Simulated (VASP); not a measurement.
# AlAu (Pm-3m) in VASP: further runs

Runs on AlAu. Level: PBEsol. Tasks: single point, relaxation of cell and atoms.

Everything below comes from runs of VASP 6.6.1. Logs are shortened: lines on timing, memory, paths and dates and some standing lists are left out, and cuts for length are marked.

## (1) The cell of the first run

It takes space group Pm-3m (No. 221, cubic). The conventional cell has a = 3.178 Å, b = 3.178 Å, c = 3.178 Å, α = 90.00°, β = 90.00°, γ = 90.00°. Al (site symmetry m-3m) has 8 Au at 2.75 Å and 6 Al at 3.18 Å within 3.6 Å. Within 3.6 Å of Au (site symmetry m-3m) lie 8 Al at 2.75 Å and 6 Au at 3.18 Å.

## (2) Single point, PBEsol

INCAR reads:

```
SYSTEM = AlAu
PREC = Accurate
ENCUT = 520
EDIFF = 1E-6
ISMEAR = 1
SIGMA = 0.05
LREAL = .FALSE.
LASPH = .TRUE.
NELM = 100
ALGO = Normal
ISIF = 2
LWAVE = .FALSE.
LCHARG = .FALSE.
GGA = PS
NBANDS = 14
```

KPOINTS reads:

```
Automatic mesh
0
G
  13 13 13
  0 0 0
```

POSCAR reads:

```
AlAu
1.0
    3.1779649214      0.0000000000      0.0000000000
    0.0000000000      3.1779649214      0.0000000000
    0.0000000000      0.0000000000      3.1779649214
Al Au
1 1
Direct
    0.0000000000      0.0000000000      0.0000000000
    0.5000000000      0.5000000000      0.5000000000
```

Potentials or basis: VASP PAW PBE potentials, release 64 (Al, Au).

Run with:

```
cat potpaw_PBE.64/Al/POTCAR potpaw_PBE.64/Au/POTCAR > POTCAR
mpirun -np 1 vasp_std > vasp.out
```

OUTCAR:

```text
SYSTEM = AlAu
   PREC = Accurate
   ENCUT = 520
   EDIFF = 1E-6
   ISMEAR = 1
   LREAL = .FALSE.
   LASPH = .TRUE.
   NELM = 100
   ISIF = 2
   GGA = PS

 ion  position               nearest neighbor table
   1  0.000  0.000  0.000-   2 2.75   2 2.75   2 2.75   2 2.75   2 2.75   2 2.75   2 2.75   2 2.75

   2  0.500  0.500  0.500-   1 2.75   1 2.75   1 2.75   1 2.75   1 2.75   1 2.75   1 2.75   1 2.75

  LATTYP: Found a simple cubic cell.
 ALAT       =     3.1779649214

  Lattice vectors:

 A1 = (   3.1779649214,   0.0000000000,   0.0000000000)
 A2 = (   0.0000000000,   3.1779649214,   0.0000000000)
 A3 = (   0.0000000000,   0.0000000000,   3.1779649214)

Analysis of symmetry for initial positions (statically):
=====================================================================
 Subroutine PRICEL returns:
 Original cell was already a primitive cell.

 Routine SETGRP: Setting up the symmetry group for a
 simple cubic supercell.

 Subroutine GETGRP returns: Found 48 space group operations
 (whereof 48 operations were pure point group operations)
 out of a pool of 48 trial point group operations.

The static configuration has the point symmetry O_h .

Analysis of symmetry for dynamics (positions and initial velocities):
=====================================================================
 Subroutine PRICEL returns:
 Original cell was already a primitive cell.

 Routine SETGRP: Setting up the symmetry group for a
 simple cubic supercell.

 Subroutine GETGRP returns: Found 48 space group operations
 (whereof 48 operations were pure point group operations)
 out of a pool of 48 trial point group operations.

The dynamic configuration has the point symmetry O_h .

 Subroutine INISYM returns: Found 48 space group operations
 (whereof 48 operations are pure point group operations),
 and found     1 'primitive' translations

----------------------------------------------------------------------------------------

                                     Primitive cell

  volume of cell :      32.0957

  direct lattice vectors                    reciprocal lattice vectors
     3.177964921  0.000000000  0.000000000     0.314666784  0.000000000  0.000000000
     0.000000000  3.177964921  0.000000000     0.000000000  0.314666784  0.000000000
     0.000000000  0.000000000  3.177964921     0.000000000  0.000000000  0.314666784

  length of vectors
     3.177964921  3.177964921  3.177964921     0.314666784  0.314666784  0.314666784

  position of ions in fractional coordinates (direct lattice)
     0.000000000  0.000000000  0.000000000
     0.500000000  0.500000000  0.500000000

  ion indices of the primitive-cell ions
   primitive index   ion index
                 1           1
                 2           2

----------------------------------------------------------------------------------------

 KPOINTS: Automatic mesh

Automatic generation of k-mesh.
 Grid dimensions read from file:
 generate k-points for:   13   13   13

 Generating k-lattice:

  Cartesian coordinates                     Fractional coordinates (reciprocal lattice)
     0.024205137  0.000000000  0.000000000     0.076923077  0.000000000  0.000000000
     0.000000000  0.024205137  0.000000000     0.000000000  0.076923077  0.000000000
     0.000000000  0.000000000  0.024205137     0.000000000  0.000000000  0.076923077

  Length of vectors
     0.024205137  0.024205137  0.024205137

  Shift w.r.t. Gamma in fractional coordinates (k-lattice)
     0.000000000  0.000000000  0.000000000

 Subroutine IBZKPT returns following result:
 ===========================================

 Found     84 irreducible k-points:

 Following reciprocal coordinates:
            Coordinates               Weight
  0.000000  0.000000  0.000000      1.000000
  0.076923  0.000000  0.000000      6.000000
  0.153846  0.000000  0.000000      6.000000
  0.230769  0.000000  0.000000      6.000000
  0.307692  0.000000  0.000000      6.000000
  0.384615  0.000000  0.000000      6.000000
[... 16 lines left out ...]
  0.307692  0.307692  0.000000     12.000000
  0.384615  0.307692  0.000000     24.000000
 [... further k-points ...]
   k-points           NKPTS =     84   k-points in BZ     NKDIM =     84   number of bands    NBANDS=     14
   number of dos      NEDOS =    301   number of ions     NIONS =      2
   total plane-waves  NPLWV =  13824
   dimension x,y,z NGX =    24 NGY =   24 NGZ =   24
   dimension x,y,z NGXF=    48 NGYF=   48 NGZF=   48
   ions per type =               1   1
   NGX,Y,Z   is equivalent  to a cutoff of  12.55, 12.55, 12.55 a.u.
   NGXF,Y,Z  is equivalent  to a cutoff of  25.11, 25.11, 25.11 a.u.
 SYSTEM =  AlAu
   PREC   = accura    normal or accurate (medium, high low for compatibility)
   ISTART =      0    job   : 0-new  1-cont  2-samecut
   ICHARG =      2    charge: 1-file 2-atom 10-const
   ISPIN  =      1    spin polarized calculation?
   LNONCOLLINEAR =      F non collinear calculations
   LSORBIT =      F    spin-orbit coupling
   LASPH  =      T    aspherical Exc in radial PAW
   ENCUT  =  520.0 eV  38.22 Ry    6.18 a.u.   5.91  5.91  5.91*2*pi/ulx,y,z
   NELM   =    100;   NELMIN=  2; NELMDL= -5     # of ELM steps
   EDIFF  = 0.1E-05   stopping-criterion for ELM
   LREAL  =      F    real-space projection
   EDIFFG = 0.1E-04   stopping-criterion for IOM
   NSW    =      0    number of steps for IOM
   IBRION =     -1    ionic relax: 0-MD 1-quasi-New 2-CG
   NFREE  =      0    steps in history (QN), initial steepest desc. (CG)
   ISIF   =      2    stress and relaxation
   ISYM   =      2    0-nonsym 1-usesym 2-fastsym
   POTIM  = 0.5000    time-step for ionic-motion
   TEBEG  =    0.0;   TEEND  =   0.0 temperature during run
   PSTRESS=    0.0 pullay stress
   NELECT =      14.0000    total number of electrons
   NUPDOWN=      -1.0000    fix difference up-down
   EMIN   =  10.00;   EMAX   =-10.00  energy-range for DOS
   EFERMI =   0.00;   METHOD = LEGACY
   ISMEAR =     1;   SIGMA  =   0.05  broadening in eV -4-tet -1-fermi 0-gaus
   EFERMI_NEDOS =   21; number of points for ismear=-14 and -15
   IALGO  =     38    algorithm
   IMIX   =      4    mixing-type and parameters
     AMIX     =   0.40;   BMIX     =  1.00
     AMIX_MAG =   1.60;   BMIX_MAG =  1.00
  volume/ion in A,a.u.               =      16.05       108.30
  Fermi-wavevector in a.u.,A,eV,Ry     =   1.241562  2.346212 20.973057  1.541476
  Thomas-Fermi vector in A             =   2.375954
   LORBIT       =      0    0 simple, 1 ext, 2 COOP (PROOUT), +10 PAW based schemes
   GGA     = PS    functional components
   LHFCALC =     F    Hartree Fock is set to
   AEXX    =    0.0000 exact exchange contribution
   IVDW    =     0    specifies the selected vdW correction
   LEPSILON=     F    determine dielectric tensor
   LRPA    =     F    only Hartree local field effects (RPA)
 non-spin polarized calculation
 Methfessel and Paxton  Order N= 1 SIGMA  =   0.05
  energy-cutoff  :      520.00
  volume of cell :       32.10
 maximum number of plane-waves:       886
 NGX is ok and might be reduce to    24
   NGX = 11   NGY = 11   NGZ = 11

 number of electron      14.0000003 magnetization

 Free energy of the ion-electron system (eV)
  ---------------------------------------------------
  ext. energy  EPLUGINS =         0.00000000
  ---------------------------------------------------
  free energy    TOTEN  =        -8.59144369 eV

  energy without entropy =       -8.59168253  energy(sigma->0) =       -8.59152330

 E-fermi :  10.0944     XC(G=0): -11.8120

 val. band max:       10.0928885938   @ k =   0.3077   0.3077   0.0000
 cond. band min:      10.1624612731   @ k =   0.3077   0.3077   0.0769
 fundamental gap:      0.0695726793
 Fermi energy:        10.0943872478

 k-point     1 :       0.0000    0.0000    0.0000
  band No.  band energies     occupation
      1      -1.6609      2.00000
      2       3.1849      2.00000
      3       3.1849      2.00000
      4       5.2265      2.00000
      5       5.2265      2.00000
      6       5.2265      2.00000
      7      12.9306      0.00000
      8      12.9306      0.00000
      9      12.9306      0.00000
     10      17.2035      0.00000
     11      17.5762      0.00000
     12      17.5762      0.00000
     13      26.8414      0.00000
     14      26.8414      0.00000

 k-point     2 :       0.0769    0.0000    0.0000
  band No.  band energies     occupation
      1      -1.5609      2.00000
      2       3.2053      2.00000
      3       3.2248      2.00000
      4       5.1614      2.00000
      5       5.1614      2.00000
      6       5.2334      2.00000
      7      12.1674      0.00000
      8      13.0882      0.00000
      9      13.0882      0.00000
     10      17.3922      0.00000
     11      17.4616      0.00000
     12      18.3401      0.00000
     13      25.8790      0.00000
     14      25.8790      0.00000

 k-point     3 :       0.1538    0.0000    0.0000
  band No.  band energies     occupation
      1      -1.2649      2.00000
      2       3.2625      2.00000
      3       3.3280      2.00000
      4       4.9897      2.00000
      5       4.9897      2.00000
      6       5.2527      2.00000
      7      10.7155     -0.00000
      8      13.5372      0.00000
      9      13.5372      0.00000
     10      17.1514      0.00000
     11      17.5504      0.00000
     12      20.1946      0.00000
     13      24.3288      0.00000
     14      24.3288      0.00000
[... 324 lines left out ...]
 k-point    23 :       0.3077    0.3077    0.0000
  band No.  band energies     occupation
      1       1.1054      2.00000
      2       3.0658      2.00000
      3       4.3600      2.00000
      4       4.4161      2.00000
      5       4.6419      2.00000
      6       4.7302      2.00000
      7       8.8597      2.00000
      8      10.0929      1.05071
      9      14.8337      0.00000
     10      16.7876      0.00000
     11      18.7997      0.00000
     12      20.8618      0.00000
     13      22.5864      0.00000
     14      24.0965      0.00000

 k-point    24 :       0.3846    0.3077    0.0000
  band No.  band energies     occupation
      1       1.5840      2.00000
      2       2.9034      2.00000
      3       4.4151      2.00000
      4       4.5219      2.00000
      5       4.7316      2.00000
      6       4.8942      2.00000
      7       7.8932      2.00000
      8      10.4868     -0.00000
      9      13.6817      0.00000
     10      17.3443      0.00000
     11      18.8732      0.00000
     12      20.5449      0.00000
     13      22.1002      0.00000
     14      23.9954      0.00000

 [... further k-points ...]
[... 5 lines left out ...]
  --------------------------------------------------------------------------------------
  -------------------------------------------------------------------------------------
  Total       -0.0294527     -0.0294527     -0.0294527      0.0000000      0.0000000     -0.0000000
  in kB       -1.4702420     -1.4702420     -1.4702420      0.0000000      0.0000000     -0.0000000
  external PRESSURE =      -1.4702420 kB  Pullay stress =       0.0000000 kB

 VOLUME and BASIS-vectors are now :
 -----------------------------------------------------------------------------
  energy-cutoff  :      520.00
  volume of cell :       32.10
      direct lattice vectors                 reciprocal lattice vectors
     3.177964921  0.000000000  0.000000000     0.314666784  0.000000000  0.000000000
     0.000000000  3.177964921  0.000000000     0.000000000  0.314666784  0.000000000
     0.000000000  0.000000000  3.177964921     0.000000000  0.000000000  0.314666784

 POSITION                                       TOTAL-FORCE (eV/Angst)
 -----------------------------------------------------------------------------------
      0.00000      0.00000      0.00000         0.000000      0.000000      0.000000
      1.58898      1.58898      1.58898         0.000000      0.000000      0.000000
 -----------------------------------------------------------------------------------
    total drift:                                0.000000     -0.000000     -0.000000

  FREE ENERGIE OF THE ION-ELECTRON SYSTEM (eV)
  ---------------------------------------------------
  free  energy   TOTEN  =        -8.5914436913 eV

  energy  without entropy=       -8.5916825307  energy(sigma->0) =       -8.59152330
```

Wall time 13 s (1 thread of AMD EPYC 9R45 (Zen 5), shared host); peak memory 0.13 GiB.

What came out:

- Free energy: -8.5914 eV
- Pressure: -0.1 GPa
- Band gap on the k mesh: zero (band 7 reaches 12.93 eV, above the bottom of band 8 at 9.07 eV)

Caveat: the PAW data sets were made with another functional, which shifts forces and pressure a little; spin-orbit coupling is left out, which moves the levels of the heavy elements.

## (3) Relaxation of cell and atoms, PBEsol

This run uses another cell than the first one, of 16.75 Å³/atom, 1.044 times its volume.

INCAR reads:

```
SYSTEM = AlAu
PREC = Accurate
ENCUT = 600
EDIFF = 1E-6
ISMEAR = 1
SIGMA = 0.05
LREAL = .FALSE.
LASPH = .TRUE.
NELM = 60
ALGO = Normal
ISIF = 3
LWAVE = .FALSE.
LCHARG = .FALSE.
GGA = PS
IBRION = 2
NSW = 80
EDIFFG = -0.03
```

KPOINTS is that of step 2.

POSCAR reads:

```
AlAu
1.0
    3.2239420000      0.0000000000      0.0000000000
    0.0000000000      3.2239420000      0.0000000000
    0.0000000000      0.0000000000      3.2239420000
Al Au
1 1
Direct
    0.0000000000      0.0000000000      0.0000000000
    0.5000000000      0.5000000000      0.5000000000
```

Potentials or basis: VASP PAW PBE potentials, release 64 (Al, Au).

Run with:

```
cat potpaw_PBE.64/Al/POTCAR potpaw_PBE.64/Au/POTCAR > POTCAR
mpirun -np 1 vasp_std > vasp.out
```

Run time: 33 s. Hardware: 1 thread of AMD EPYC 9R45 (Zen 5), shared host; peak memory 0.16 GiB.

The run converged. Its results:

| Item | Value |
| --- | --- |
| Free energy | -8.5914 eV |
| Relaxed volume | 16.04 Å³/atom |
| Relaxed cell | a = 3.177 Å, b = 3.177 Å, c = 3.177 Å, α = 90.00°, β = 90.00°, γ = 90.00° |
| Space group after relaxing (to 0.05 Å) | Pm-3m (No. 221) |
| Energy gained by relaxing | 11.9 meV/atom |
| Ionic steps | 3 |
| Pressure after relaxing | 0.0 GPa |
| Band gap on the k mesh | zero (band 7 reaches 12.94 eV, above the bottom of band 8 at 9.08 eV) |

The path:
```csv
step,energy change (eV),largest force (eV/Å),pressure (GPa),volume (Å³)
1,0.0000,0.0000,-5.00,33.51
2,-0.0097,0.0000,4.35,31.03
3,-0.0238,0.0000,0.01,32.07
```

Final structure:
```
CELL_PARAMETERS angstrom
3.17720 0.00000 0.00000
0.00000 3.17720 0.00000
0.00000 0.00000 3.17720
ATOMIC_POSITIONS crystal
Al 0.00000 0.00000 0.00000
Au 0.50000 0.50000 0.50000
```

Levels at points of the mesh, in eV from the Fermi level:
```tsv
k point	band 5	band 6	band 7	band 8	band 9	band 10
(0.00, 0.00, 0.00)	-4.87	-4.87	2.83	2.83	2.83	7.12
```

Caveat: the PAW data sets were made with another functional, which shifts forces and pressure a little; spin-orbit coupling is left out, which moves the levels of the heavy elements.
